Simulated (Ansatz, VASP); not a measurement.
# Cu in VASP and in Ansatz

File INCAR:

```
PREC = Accurate
ENCUT = 520
EDIFF = 1E-7
ISMEAR = 0
SIGMA = 0.15
LREAL = False
LASPH = True
NELM = 80
ALGO = Fast
ISIF = 2
LWAVE = False
LCHARG = False
GGA = PE
NBANDS = 12
```

KPOINTS

```
Automatic mesh
0
Gamma
  28 28 28
```

Contents of POSCAR:

```
Cu
1.0
   -0.0090743706      1.8148741278      1.8148741278
    1.8148741278     -0.0090743706      1.8148741278
    1.8057997572      1.8057997572      0.0000000000
Cu
1
Direct
    0.0000000000      0.0000000000      0.0000000000
```

Input for Ansatz:

```yaml
crystal:
  lattice:
    - [-0.0090743706, 1.8148741278, 1.8148741278]
    - [1.8148741278, -0.0090743706, 1.8148741278]
    - [1.8057997572, 1.8057997572, 0.0]
  atoms:
    - { symbol: Cu, position: [0.0, 0.0, 0.0] }
basis:
  ecutwfc: 420
kpoints:
  mp_grid: { grid: [28, 28, 28] }
hamiltonian:
  xc: pbe
scf:
  occupations: { method: gaussian, width: 0.15 }
output:
  forces: true
  stress: true
  eigenvalues: true
```

Change from the starting cell: strain -0.0100 x Voigt [0, 0, 0, 0, 0, 1], atoms carried along.

Alike in both runs: task single point; functional PBE; k mesh 28 × 28 × 28; occupations gaussian, width 0.15 eV; no spin polarisation.

|  | VASP | Ansatz |
| --- | --- | --- |
| version | VASP 6.6.1 | Ansatz 0.2.0 |
| potentials or method | VASP PAW PBE potentials, release 64 (Cu), cutoff 520 eV | scalar-relativistic, plane waves, PAW |
| valence electrons in the cell | 11 | 19 |

Ansatz gave:

* gap on the k mesh at the Fermi level (eV): none
* pressure (GPa): 0.0
* traceless stress, the component that is largest in VASP (GPa): 0.84

Problem. Estimate VASP's values.

Solution. gap on the k mesh at the Fermi level (eV): none; pressure (GPa): 0.5; traceless stress, the component that is largest in VASP (GPa): 0.84.

A gap of «none» marks a metal or a gap that the smearing closes. VASP's potentials hold 11 valence electrons a cell and Ansatz's 19, so a difference there can come from the potentials and not from the codes.
